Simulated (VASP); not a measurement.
**H4WC16: single point with PBE**

H4WC16, a slab with vacuum:

```xyz
21
Lattice="5.0487 0.0000 0.0000 2.5244 4.3723 0.0000 0.0000 0.0000 14.6764" Properties=species:S:1:pos:R:3 pbc="T T T"
H     1.2622    0.7287    1.0000
H     3.7866    0.7287    1.0000
H     2.5244    2.9149    1.0000
H     5.0487    2.9149    1.0000
C     1.2622    0.7287    2.1000
C     3.7866    0.7287    2.1000
C     2.5244    2.9149    2.1000
C     5.0487    2.9149    2.1000
C     0.0000    1.4574    2.6153
C     2.5244    1.4574    2.6153
C     1.2622    3.6436    2.6153
C     3.7866    3.6436    2.6153
C     0.0143    1.4467    4.1884
C     2.5093    1.4468    4.1884
C     1.2614    3.6013    4.1293
C     3.7865    3.5750    4.2822
C     0.0311   -0.0093    4.6546
C     2.4932   -0.0088    4.6546
C     1.2617    2.2106    4.6447
C     3.7861    2.0776    4.7128
W     6.3108    4.3569    6.1964
```

```yaml
Program: VASP 6.6.1
Task: single point
Functional: PBE
Potentials_or_basis: VASP PAW PBE potentials, release 64 (H, C, W_sv)
Cutoff: 520 eV
k_mesh: 3 × 3 × 1
Occupations: gaussian, width 0.02 eV
Spin: no spin polarisation
```

| Property | Result |
| --- | --- |
| Largest force | 2.056 eV/Å |
| Band gap on the k mesh | 0.03 eV, direct |

Forces on the atoms (eV/Å):
```
H    0.000 -0.092 -0.241
H    0.000 -0.020 -0.194
H   -0.057  0.047 -0.197
H    0.057  0.046 -0.198
C    0.000 -0.005  1.421
C    0.000  0.150  1.185
C    0.213 -0.097  1.349
C   -0.213 -0.097  1.347
C    0.201  0.046 -1.135
C   -0.205  0.048 -1.136
C   -0.001  0.560 -1.978
C    0.000 -0.594 -0.344
C    0.005  0.009 -0.018
C   -0.002  0.014 -0.022
C    0.016  0.022 -0.016
C   -0.001 -0.032 -0.025
C    0.013  0.025 -0.005
C   -0.033  0.010 -0.009
C   -0.003 -0.038  0.048
C    0.006  0.012  0.022
W    0.006 -0.014  0.146
```

Levels at points of the mesh, in eV from the valence-band top:
```csv
k point,band 39,band 40,band 41,band 42,band 43,band 44
"(0.00, 0.00, 0.00)",-1.27,-1.17,0.00,0.03,0.51,1.15
```

It took 3.7 min on 1 thread of Intel(R) Xeon(R) Platinum 8375C CPU @ 2.90GHz (Ice Lake), with other jobs on the host, peak memory 0.44 GiB.

Caveat: the k points lie up to 0.48 Å⁻¹ apart; spin-orbit coupling is left out, which moves the levels of the heavy elements.
